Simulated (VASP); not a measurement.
A run of VASP 6.6.1 is set up as follows.

The input POSCAR:

```
MgS
1.0
    4.2300569194      0.0000000000      0.0000000000
   -2.1150284597      3.6633367517      0.0000000000
    0.0000000000      0.0000000000      6.0524117290
Mg S
2 2
Direct
    0.3333333333      0.6666666667     -0.0170095519
    0.6666666667      0.3333333333      0.4829904481
    0.3333333333      0.6666666667      0.3920095519
    0.6666666667      0.3333333333      0.8920095519
```

File INCAR.step1:

```
ALGO = Normal
EDIFF = 1E-5
ENCUT = 520
GGA = PE
ISIF = 2
ISMEAR = 0
LASPH = T
LREAL = F
LWAVE = T
NBANDS = 16
NELM = 60
PREC = Accurate
SIGMA = 0.01
```

INCAR.step2

```
ALGO = Normal
EDIFF = 1E-6
ENCUT = 520
GGA = PE
HFSCREEN = 0.2079
ISIF = 2
ISMEAR = 0
ISTART = 1
LASPH = T
LCHARG = T
LELF = T
LHFCALC = T
LREAL = F
LVHAR = T
LWAVE = F
NBANDS = 16
NELM = 60
PREC = Accurate
PRECFOCK = Normal
SIGMA = 0.01
```

The input KPOINTS:

```
k-points
0
Gamma
  6 6 4
```

Potentials or basis: VASP PAW PBE potentials, release 64 (Mg, S).

The run is started by

```bash
$ cat potpaw_PBE.64/Mg/POTCAR potpaw_PBE.64/S/POTCAR > POTCAR
$ cp INCAR.step1 INCAR
$ mpirun -np 1 vasp_std > vasp.out
$ cp INCAR.step2 INCAR
$ mpirun -np 1 vasp_std > vasp.out
```

(1) Estimate the band gap on the k mesh.

(2) Estimate the largest force.

Results:

(1) 3.88 eV.

(2) 0.012 eV/Å.

Caveat: the cell differs from its parent crystal (epitaxial xy strain +5.0%); the PAW data sets were made with another functional, which shifts forces and pressure a little.
